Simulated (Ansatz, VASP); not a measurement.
LiCl in VASP and in Ansatz

```
CELL_PARAMETERS angstrom
0.00000 2.53021 2.53021
2.53021 0.00000 2.53021
2.53021 2.53021 0.00000
ATOMIC_POSITIONS crystal
Li 0.00000 0.00000 0.00000
Cl 0.50000 0.50000 0.50000
```

Alike in both runs: task single point; functional r2SCAN; k mesh 8 × 8 × 8; no spin polarisation.

```csv
,VASP,Ansatz
version,VASP 6.6.1,Ansatz 0.2.0
potentials or method,"VASP PAW PBE potentials, release 64 (Li_sv, Cl)","plane waves, PAW"
plane-wave cutoff (eV),520,500
occupations,"gaussian, width 0.01 eV",fixed
valence electrons in the cell,10,10
```

|  | VASP | Ansatz | Ansatz less VASP |
| --- | --- | --- | --- |
| gap on the k mesh at the Fermi level (eV) | 7.57 | 7.49 | -0.081 |

VASP's potentials were made for PBE, not for r2SCAN.

Noted on VASP's run: the cutoff is short for stress, so the pressure is rough.
